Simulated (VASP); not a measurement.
# AlCu3 (Pm-3m) in VASP: notebook

The runs below take AlCu3 through single point, relaxation of cell and atoms, with r2SCAN.

Program: VASP 6.6.1. These are calculated values, not measurements. Logs are shortened: lines on timing, memory, paths and dates and some standing lists are left out, and cuts for length are marked.

### Step 1. The cell of the first run

Symmetry: Pm-3m, No. 221, cubic system. Conventional cell: a = 3.642 Å, b = 3.642 Å, c = 3.642 Å, α = 90.00°, β = 90.00°, γ = 90.00°. Within 3.4 Å of Al (site symmetry m-3m) lie 12 Cu at 2.58 Å. Cu (site symmetry 4/mmm) has 4 Al at 2.58 Å and 8 Cu at 2.58 Å within 3.4 Å.

### Step 2. Single point, r2SCAN

File POSCAR:

```
AlCu3
1.0
    3.6418163312      0.0000000000      0.0000000000
    0.0000000000      3.6418163312      0.0000000000
    0.0000000000      0.0000000000      3.6418163312
Al Cu
1 3
Direct
    0.0000000000      0.0000000000      0.0000000000
    0.5000000000      0.5000000000      0.0000000000
    0.5000000000      0.0000000000      0.5000000000
    0.0000000000      0.5000000000      0.5000000000
```

File INCAR.step1:

```
SYSTEM = AlCu3
PREC = Accurate ; ENCUT = 520
ISMEAR = 0 ; SIGMA = 0.1
LREAL = .False. ; LASPH = .True.
NELM = 60 ; NBANDS = 26
GGA = PE ; ALGO = Normal
EDIFF = 1E-4 ; LWAVE = .True.
LCHARG = .False.
```

File INCAR.step2:

```
SYSTEM = AlCu3
PREC = Accurate ; ENCUT = 520
EDIFF = 1E-6 ; ISMEAR = 0
SIGMA = 0.1 ; LREAL = .False.
LASPH = .True. ; NELM = 60
ALGO = Normal ; ISIF = 2
LWAVE = .False. ; LCHARG = .False.
METAGGA = R2SCAN ; LMIXTAU = .True.
NBANDS = 26 ; ISTART = 1
```

File KPOINTS:

```
regular mesh
0
Gamma
  12 12 12
  0 0 0
```

Potentials or basis: VASP PAW PBE potentials, release 64 (Al, Cu).

Run with:

```sh
$ cat potpaw_PBE.64/Al/POTCAR potpaw_PBE.64/Cu/POTCAR > POTCAR
$ cp INCAR.step1 INCAR
$ mpirun -np 1 vasp_std > vasp.out
$ cp INCAR.step2 INCAR
$ mpirun -np 1 vasp_std > vasp.out
```

OUTCAR:

```text
SYSTEM = AlCu3
   PREC = Accurate
   ENCUT = 520
   EDIFF = 1E-6
   ISMEAR = 0
   LREAL = .False.
   LASPH = .True.
   NELM = 60
   ISIF = 2
   METAGGA = R2SCAN
   ISTART = 1

 ion  position               nearest neighbor table
   1  0.000  0.000  0.000-   2 2.58   3 2.58   4 2.58   3 2.58   4 2.58   2 2.58   4 2.58   4 2.58
                             2 2.58   3 2.58   3 2.58   2 2.58
   2  0.500  0.500  0.000-   1 2.58   3 2.58   4 2.58   3 2.58   4 2.58   1 2.58   3 2.58   3 2.58
                             1 2.58   4 2.58   4 2.58   1 2.58
   3  0.500  0.000  0.500-   1 2.58   2 2.58   4 2.58   1 2.58   2 2.58   2 2.58   4 2.58   2 2.58
                             1 2.58   4 2.58   1 2.58   4 2.58
   4  0.000  0.500  0.500-   1 2.58   2 2.58   3 2.58   1 2.58   2 2.58   1 2.58   3 2.58   1 2.58
                             2 2.58   3 2.58   2 2.58   3 2.58

  LATTYP: Found a simple cubic cell.
 ALAT       =     3.6418163312

  Lattice vectors:

 A1 = (   3.6418163312,   0.0000000000,   0.0000000000)
 A2 = (   0.0000000000,   3.6418163312,   0.0000000000)
 A3 = (   0.0000000000,   0.0000000000,   3.6418163312)

Analysis of symmetry for initial positions (statically):
=====================================================================
 Subroutine PRICEL returns:
 Original cell was already a primitive cell.

 Routine SETGRP: Setting up the symmetry group for a
 simple cubic supercell.

 Subroutine GETGRP returns: Found 48 space group operations
 (whereof 48 operations were pure point group operations)
 out of a pool of 48 trial point group operations.

The static configuration has the point symmetry O_h .

Analysis of symmetry for dynamics (positions and initial velocities):
=====================================================================
 Subroutine PRICEL returns:
 Original cell was already a primitive cell.

 Routine SETGRP: Setting up the symmetry group for a
 simple cubic supercell.

 Subroutine GETGRP returns: Found 48 space group operations
 (whereof 48 operations were pure point group operations)
 out of a pool of 48 trial point group operations.

The dynamic configuration has the point symmetry O_h .

 Subroutine INISYM returns: Found 48 space group operations
 (whereof 48 operations are pure point group operations),
 and found     1 'primitive' translations

----------------------------------------------------------------------------------------

                                     Primitive cell

  volume of cell :      48.3008

  direct lattice vectors                    reciprocal lattice vectors
     3.641816331  0.000000000  0.000000000     0.274588257  0.000000000  0.000000000
     0.000000000  3.641816331  0.000000000     0.000000000  0.274588257  0.000000000
     0.000000000  0.000000000  3.641816331     0.000000000  0.000000000  0.274588257

  length of vectors
     3.641816331  3.641816331  3.641816331     0.274588257  0.274588257  0.274588257

  position of ions in fractional coordinates (direct lattice)
     0.000000000  0.000000000  0.000000000
     0.500000000  0.500000000  0.000000000
     0.500000000  0.000000000  0.500000000
     0.000000000  0.500000000  0.500000000

  ion indices of the primitive-cell ions
   primitive index   ion index
                 1           1
                 2           2
                 3           3
                 4           4

----------------------------------------------------------------------------------------

 KPOINTS: regular mesh

Automatic generation of k-mesh.
 Grid dimensions read from file:
 generate k-points for:   12   12   12

 Generating k-lattice:

  Cartesian coordinates                     Fractional coordinates (reciprocal lattice)
     0.022882355  0.000000000  0.000000000     0.083333333  0.000000000  0.000000000
     0.000000000  0.022882355  0.000000000     0.000000000  0.083333333  0.000000000
     0.000000000  0.000000000  0.022882355     0.000000000  0.000000000  0.083333333

  Length of vectors
     0.022882355  0.022882355  0.022882355

  Shift w.r.t. Gamma in fractional coordinates (k-lattice)
     0.000000000  0.000000000  0.000000000

 Subroutine IBZKPT returns following result:
 ===========================================

 Found     84 irreducible k-points:

 Following reciprocal coordinates:
            Coordinates               Weight
  0.000000  0.000000  0.000000      1.000000
  0.083333  0.000000  0.000000      6.000000
  0.166667  0.000000  0.000000      6.000000
  0.250000  0.000000  0.000000      6.000000
  0.333333  0.000000  0.000000      6.000000
  0.416667  0.000000  0.000000      6.000000
[... 16 lines left out ...]
  0.333333  0.333333  0.000000     12.000000
  0.416667  0.333333  0.000000     24.000000
 [... further k-points ...]
   k-points           NKPTS =     84   k-points in BZ     NKDIM =     84   number of bands    NBANDS=     26
   number of dos      NEDOS =    301   number of ions     NIONS =      4
[... 64 lines left out ...]

 E-fermi :   8.4863     XC(G=0): -13.3354

 val. band max:        8.4606074918   @ k =   0.2500   0.1667   0.1667
 cond. band min:       8.5756751402   @ k =   0.1667   0.0833   0.0833
 fundamental gap:      0.1150676485
 Fermi energy:         8.4863239962

 k-point     1 :       0.0000    0.0000    0.0000
  band No.  band energies     occupation
      1      -2.6353      2.00000
      2       2.9453      2.00000
      3       3.5099      2.00000
      4       3.5099      2.00000
      5       3.8177      2.00000
      6       3.8177      2.00000
[... 18 lines left out ...]
     25      19.7173      0.00000
     26      21.0599      0.00000

 k-point     2 :       0.0833    0.0000    0.0000
  band No.  band energies     occupation
      1      -2.5509      2.00000
      2       2.9677      2.00000
      3       3.4717      2.00000
      4       3.5542      2.00000
      5       3.8289      2.00000
      6       3.8289      2.00000
[... 18 lines left out ...]
     25      19.4129      0.00000
     26      20.5736      0.00000

 k-point     3 :       0.1667    0.0000    0.0000
  band No.  band energies     occupation
      1      -2.2993      2.00000
      2       2.9909      2.00000
      3       3.3626      2.00000
      4       3.6816      2.00000
      5       3.8610      2.00000
      6       3.8610      2.00000
[... 18 lines left out ...]
     25      18.7021      0.00000
     26      19.5910      0.00000

 k-point     4 :       0.2500    0.0000    0.0000
  band No.  band energies     occupation
      1      -1.8855      2.00000
      2       2.7393      2.00000
      3       3.3456      2.00000
      4       3.8752      2.00000
      5       3.9097      2.00000
      6       3.9097      2.00000
[... 18 lines left out ...]
     25      18.2362      0.00000
     26      18.5338      0.00000

 k-point     5 :       0.3333    0.0000    0.0000
  band No.  band energies     occupation
      1      -1.3202      2.00000
      2       2.0801      2.00000
      3       3.4673      2.00000
      4       3.9656      2.00000
      5       3.9656      2.00000
      6       4.0345      2.00000
[... 18 lines left out ...]
     25      17.6463      0.00000
     26      19.8599      0.00000

 k-point     6 :       0.4167    0.0000    0.0000
  band No.  band energies     occupation
      1      -0.6309      2.00000
      2       1.2319      2.00000
      3       3.5882      2.00000
      4       4.0131      2.00000
      5       4.0131      2.00000
      6       4.1042      2.00000
[... 427 lines left out ...]
 k-point    21 :       0.4167    0.2500    0.0000
  band No.  band energies     occupation
      1       0.0335      2.00000
      2       1.8062      2.00000
      3       3.4909      2.00000
      4       3.8696      2.00000
      5       3.9503      2.00000
      6       4.2683      2.00000
[... 18 lines left out ...]
     25      18.8688      0.00000
     26      20.0216      0.00000

 k-point    22 :       0.5000    0.2500    0.0000
  band No.  band energies     occupation
      1       0.5419      2.00000
      2       1.2508      2.00000
      3       3.5588      2.00000
      4       3.8693      2.00000
      5       3.9766      2.00000
      6       4.2245      2.00000
[... 18 lines left out ...]
     25      19.0741      0.00000
     26      20.5554      0.00000

 k-point    23 :       0.3333    0.3333    0.0000
  band No.  band energies     occupation
      1      -0.0979      2.00000
      2       2.7765      2.00000
      3       2.9086      2.00000
      4       3.9140      2.00000
      5       3.9174      2.00000
      6       4.1917      2.00000
[... 18 lines left out ...]
     25      18.6084      0.00000
     26      20.1179      0.00000

 k-point    24 :       0.4167    0.3333    0.0000
  band No.  band energies     occupation
      1       0.5191      2.00000
      2       2.1842      2.00000
      3       3.0927      2.00000
      4       3.9372      2.00000
      5       3.9551      2.00000
      6       4.3044      2.00000
[... 18 lines left out ...]
     25      18.9313      0.00000
     26      19.7570      0.00000

 [... further k-points ...]
[... 5 lines left out ...]
  --------------------------------------------------------------------------------------
  -------------------------------------------------------------------------------------
  Total        0.1011636      0.1011636      0.1011636      0.0000000      0.0000000      0.0000000
  in kB        3.3556799      3.3556799      3.3556799      0.0000000      0.0000000      0.0000000
  external PRESSURE =       3.3556799 kB  Pullay stress =       0.0000000 kB

 VOLUME and BASIS-vectors are now :
 -----------------------------------------------------------------------------
  energy-cutoff  :      520.00
  volume of cell :       48.30
      direct lattice vectors                 reciprocal lattice vectors
     3.641816331  0.000000000  0.000000000     0.274588257  0.000000000  0.000000000
     0.000000000  3.641816331  0.000000000     0.000000000  0.274588257  0.000000000
     0.000000000  0.000000000  3.641816331     0.000000000  0.000000000  0.274588257

 POSITION                                       TOTAL-FORCE (eV/Angst)
 -----------------------------------------------------------------------------------
      0.00000      0.00000      0.00000         0.000000      0.000000      0.000000
      1.82091      1.82091      0.00000         0.000000      0.000000      0.000000
      1.82091      0.00000      1.82091         0.000000      0.000000      0.000000
      0.00000      1.82091      1.82091         0.000000      0.000000      0.000000
 -----------------------------------------------------------------------------------
    total drift:                                0.000000      0.000000      0.000000

  FREE ENERGIE OF THE ION-ELECTRON SYSTEM (eV)
  ---------------------------------------------------
  free  energy   TOTEN  =       -39.9791026272 eV

  energy  without entropy=      -39.9746182816  energy(sigma->0) =      -39.97686045
```

Wall time 3.2 min (1 thread of Intel Xeon Platinum 8559C (Emerald Rapids), shared host); peak memory 0.22 GiB.

Results:

```
Free energy            : -39.9791 eV
Pressure               : 0.3 GPa
Band gap on the k mesh : zero (bands 18 and 19 overlap by 5.79 eV)
```

Levels at points of the mesh, in eV from the Fermi level:
| k point | band 16 | band 17 | band 18 | band 19 | band 20 | band 21 |
| --- | --- | --- | --- | --- | --- | --- |
| (0.00, 0.00, 0.00) | -2.12 | -0.27 | -0.27 | -0.27 | 4.59 | 4.59 |
| (0.50, 0.00, 0.00) | -2.58 | -2.12 | 3.98 | 3.98 | 4.12 | 4.12 |
| (0.50, 0.50, 0.00) | -2.82 | -2.41 | -1.25 | -1.25 | 6.68 | 6.75 |
| (0.50, 0.50, 0.50) | -2.30 | -2.30 | -2.30 | -1.43 | 1.54 | 1.93 |

Caveat: the PAW data sets were made with another functional, which shifts forces and pressure a little.

### Step 3. Single point, r2SCAN

File POSCAR:

```
AlCu3
1.0
    3.6418163350      0.0000000000      0.0000000000
    0.0000000000      3.6418163350      0.0000000000
    0.0000000000      0.0000000000      3.6418163350
Al Cu
1 3
Direct
    0.0000000000      0.0000000000      0.0000000000
    0.5000000000      0.5000000000      0.0000000000
    0.5000000000      0.0000000000      0.5000000000
    0.0000000000      0.5000000000      0.5000000000
```

File INCAR.step1:

```
PREC     = Accurate       # precision mode
ENCUT    = 520            # plane-wave cutoff, eV
ISMEAR   = 0              # smearing method
SIGMA    = 0.15           # smearing width, eV
LREAL    = F              # projectors in reciprocal space
LASPH    = T              # aspherical terms in the spheres
NELM     = 60             # most SCF steps
NBANDS   = 26             # bands
GGA      = PE             # functional
ALGO     = Normal         # electronic algorithm
EDIFF    = 1E-4           # SCF threshold, eV
LWAVE    = T              # write WAVECAR
LCHARG   = F              # write CHGCAR
```

File INCAR.step2:

```
PREC     = Accurate       # precision mode
ENCUT    = 520            # plane-wave cutoff, eV
EDIFF    = 1E-7           # SCF threshold, eV
ISMEAR   = 0              # smearing method
SIGMA    = 0.15           # smearing width, eV
LREAL    = F              # projectors in reciprocal space
LASPH    = T              # aspherical terms in the spheres
NELM     = 60             # most SCF steps
ALGO     = Normal         # electronic algorithm
ISIF     = 2              # what is computed and relaxed
LWAVE    = F              # write WAVECAR
LCHARG   = F              # write CHGCAR
METAGGA  = R2SCAN         # meta-GGA
LMIXTAU  = T            
NBANDS   = 26             # bands
ISTART   = 1
```

File KPOINTS:

```
Automatic mesh
0
Gamma
  14 14 14
```

Potentials or basis: VASP PAW PBE potentials, release 64 (Al, Cu).

Run with:

```sh
$ cat potpaw_PBE.64/Al/POTCAR potpaw_PBE.64/Cu/POTCAR > POTCAR
$ cp INCAR.step1 INCAR
$ mpirun -np 1 vasp_std > vasp.out
$ cp INCAR.step2 INCAR
$ mpirun -np 1 vasp_std > vasp.out
```

It took 5.9 min on 1 thread of Intel Xeon Platinum 8375C at 2.90GHz (Ice Lake), shared host; peak memory 0.26 GiB.

Results (log left out):

```yaml
Free_energy: -39.9781 eV
Pressure: 0.4 GPa
Band_gap_on_the_k_mesh: zero (bands 18 and 19 overlap by 5.89 eV)
```

Levels at points of the mesh, in eV from the Fermi level:
| k point | band 14 | band 15 | band 16 | band 17 | band 18 | band 19 | band 20 | band 21 | band 22 | band 23 |
| --- | --- | --- | --- | --- | --- | --- | --- | --- | --- | --- |
| (0.00, 0.00, 0.00) | -2.15 | -2.15 | -2.15 | -0.30 | -0.30 | -0.30 | 4.56 | 4.56 | 5.51 | 11.20 |
| (0.50, 0.00, 0.00) | -3.08 | -3.00 | -2.61 | -2.15 | 3.96 | 3.96 | 4.10 | 4.10 | 4.90 | 6.55 |
| (0.50, 0.50, 0.00) | -2.98 | -2.97 | -2.85 | -2.43 | -1.28 | -1.28 | 6.66 | 6.72 | 6.72 | 7.50 |
| (0.50, 0.50, 0.50) | -3.05 | -3.05 | -2.33 | -2.33 | -2.33 | -1.45 | 1.51 | 1.90 | 1.90 | 1.90 |

Caveat: the PAW data sets were made with another functional, which shifts forces and pressure a little.

### Step 4. Relaxation of cell and atoms, r2SCAN

This run uses another cell than the first one, of 11.98 Å³/atom.

File POSCAR:

```
AlCu3
1.0
    3.6324203597      0.0000000000      0.0000000000
    0.0000000000      3.6324203597      0.0000000000
    0.0000000000      0.0000000000      3.6324203597
Al Cu
1 3
Direct
    0.0000000000      0.0000000000      0.0000000000
    0.5000000000      0.5000000000      0.0000000000
    0.5000000000      0.0000000000      0.5000000000
    0.0000000000      0.5000000000      0.5000000000
```

File INCAR.step1:

```
PREC = Accurate
ENCUT = 600
ISMEAR = -1
SIGMA = 0.15
LREAL = F
LASPH = T
NELM = 60
GGA = PE
ALGO = Normal
EDIFF = 1E-4
LWAVE = T
LCHARG = F
```

File INCAR.step2:

```
PREC = Accurate
ENCUT = 600
EDIFF = 1E-6
ISMEAR = -1
SIGMA = 0.15
LREAL = F
LASPH = T
NELM = 60
ALGO = Normal
ISIF = 3
LWAVE = F
LCHARG = F
METAGGA = R2SCAN
LMIXTAU = T
IBRION = 2
NSW = 80
EDIFFG = -0.001
ISTART = 1
```

File KPOINTS:

```
Automatic mesh
0
Gamma
  12 12 12
```

Run with:

```sh
$ cat potpaw_PBE.64/Al/POTCAR potpaw_PBE.64/Cu/POTCAR > POTCAR
$ cp INCAR.step1 INCAR
$ mpirun -np 1 vasp_std > vasp.out
$ cp INCAR.step2 INCAR
$ mpirun -np 1 vasp_std > vasp.out
```

Run time: 18 min. Hardware: 1 thread of Intel Xeon Platinum 8375C at 2.90GHz (Ice Lake), shared host; peak memory 0.25 GiB.

The run converged. Its results:

```yaml
Free_energy: -40.0166 eV
Relaxed_volume: 12.11 Å³/atom
Relaxed_cell: a = 3.645 Å, b = 3.645 Å, c = 3.645 Å, α = 90.00°, β = 90.00°, γ = 90.00°
Space_group_after_relaxing_to_0.1_Å: Pm-3m (No. 221)
Energy_gained_by_relaxing: 0.6 meV/atom
Ionic_steps: 3
Pressure_after_relaxing: 0.0 GPa
Band_gap_on_the_k_mesh: zero (bands 18 and 19 overlap by 5.79 eV)
```

The path:
| step | energy change (eV) | largest force (eV/Å) | pressure (GPa) | volume (Å³) |
| --- | --- | --- | --- | --- |
| 1 | 0.0000 | 0.0000 | 1.59 | 47.93 |
| 2 | -0.0015 | 0.0000 | -1.12 | 48.75 |
| 3 | -0.0025 | 0.0000 | 0.00 | 48.43 |

Final structure:
```
Al Cu
1.0
     3.64518    0.00000    0.00000
     0.00000    3.64518    0.00000
     0.00000    0.00000    3.64518
Al Cu
1 3
Direct
  0.00000 0.00000 0.00000
  0.50000 0.50000 0.00000
  0.50000 0.00000 0.50000
  0.00000 0.50000 0.50000
```

Levels at points of the mesh, in eV from the Fermi level:
```tsv
k point	band 16	band 17	band 18	band 19	band 20	band 21
(0.00, 0.00, 0.00)	-2.15	-0.30	-0.30	-0.30	4.54	4.54
(0.50, 0.00, 0.00)	-2.61	-2.15	3.94	3.94	4.09	4.09
(0.50, 0.50, 0.00)	-2.85	-2.44	-1.29	-1.29	6.63	6.70
(0.50, 0.50, 0.50)	-2.34	-2.34	-2.34	-1.45	1.49	1.88
```

Caveat: the PAW data sets were made with another functional, which shifts forces and pressure a little.

### Step 5. The runs side by side

| task | cell | k mesh | cutoff (eV) | smearing | gap on the mesh (eV) | pressure (GPa) |
| --- | --- | --- | --- | --- | --- | --- |
| single point | a = 3.642 Å, 4 atoms | 12 × 12 × 12 | 520 | gaussian 0.1 eV | none | 0.3 |
| single point | a = 3.642 Å, 4 atoms | 14 × 14 × 14 | 520 | gaussian 0.15 eV | none | 0.4 |
| relaxation of cell and atoms | relaxed from a = 3.632 Å, 4 atoms | 12 × 12 × 12 | 600 | fermi-dirac 0.15 eV | none | 0.0 |

Alike in all rows: level r2SCAN; potentials or basis VASP PAW PBE potentials, release 64 (Al, Cu); no spin polarisation.

Caveats: the PAW data sets were made with another functional, which shifts forces and pressure a little.

Total energies depend on the potentials used, so only differences within one code and one set of settings carry meaning.
